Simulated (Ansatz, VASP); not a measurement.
**C: VASP beside Ansatz**

Contents of POSCAR:

```
C
1.0
    1.2280263465      0.7090013417      3.3470108394
   -1.2280263465      0.7090013417      3.3470108394
    0.0000000000     -1.4180026834      3.3470108394
C
2
Direct
    0.1640000000      0.1640000000      0.1640000000
    0.8360000000      0.8360000000      0.8360000000
```

INCAR.step1

```
SYSTEM = C
PREC = Accurate
ENCUT = 520
ISMEAR = -1
SIGMA = 0.03
LREAL = .False.
LASPH = .True.
NELM = 100
NBANDS = 11
GGA = PE
ALGO = Normal
EDIFF = 1E-4
LWAVE = .True.
LCHARG = .False.
```

The input INCAR.step2:

```
SYSTEM = C
PREC = Accurate
ENCUT = 520
EDIFF = 1E-8
ISMEAR = -1
SIGMA = 0.03
LREAL = .False.
LASPH = .True.
NELM = 100
ALGO = Normal
ISIF = 2
LWAVE = .False.
LCHARG = .False.
METAGGA = R2SCAN
LMIXTAU = .True.
LEFG = .True.
NBANDS = 11
ISTART = 1
```

The input KPOINTS:

```
regular mesh
0
Gamma
  19 19 19
  0 0 0
```

Input for Ansatz:

```yaml
crystal:
  lattice:
    - [1.2280263465, 0.7090013417, 3.3470108394]
    - [-1.2280263465, 0.7090013417, 3.3470108394]
    - [0.0, -1.4180026834, 3.3470108394]
  atoms:
    - { symbol: C, position: [0.164, 0.164, 0.164] }
    - { symbol: C, position: [0.836, 0.836, 0.836] }
kpoints:
  mp_grid: { grid: [19, 19, 19] }
  band_path:
    path:
      - [0.0, 0.0, 0.0]
      - [0.5, 0.5, 0.5]
      - [0.8034183602, 0.1965816398, 0.5]
      - [0.5, -0.1965816398, 0.1965816398]
      - [0.5, 0.0, 0.0]
      - [0.0, 0.0, 0.0]
      - [0.3482908199, -0.3482908199, 0.0]
      - [0.6517091801, 0.0, 0.3482908199]
      - [0.5, 0.0, 0.5]
    npoints: 5
scf:
  occupations: { method: fermi_dirac, width: 0.03 }
hamiltonian:
  xc: r2scan
  pseudopotentials: { kind: paw }
output:
  forces: true
  stress: true
  eigenvalues: true
  efg: { contact_densities: true }
```

Alike in both runs: task electric field gradients; functional r2SCAN; k mesh 19 × 19 × 19; occupations fermi-dirac, width 0.03 eV; no spin polarisation.

|  | VASP | Ansatz |
| --- | --- | --- |
| version | VASP 6.6.1 | Ansatz 0.2.0 |
| potentials or method | VASP PAW PBE potentials, release 64 (C) | PAW with Ansatz's default frozen-core files, scalar-relativistic |
| plane-wave cutoff (eV) | 520 | 500 |
| valence electrons in the cell | 8 | 8 |

VASP gave:

| Property | Result |
| --- | --- |
| pressure (GPa) | 0.9 |
| traceless stress, the component that is largest in VASP (GPa) | 0.18 |
| rms of the force components (eV/Å) | 0.526 |
| size of Vzz on the site where it differs most (V/Å²) | 32.4 |

Problem. Which values does Ansatz return?

Solution. Pressure (GPa): 0.2; traceless stress, the component that is largest in VASP (GPa): 0.97; rms of the force components (eV/Å): 0.531; size of Vzz on the site where it differs most (V/Å²): 24.9.

VASP's potentials were made for PBE, not for r2SCAN. Atom by atom the forces differ by 0.005 eV/Å (rms over components). The functional is the same, so the differences come from potentials, cutoffs and numerics.
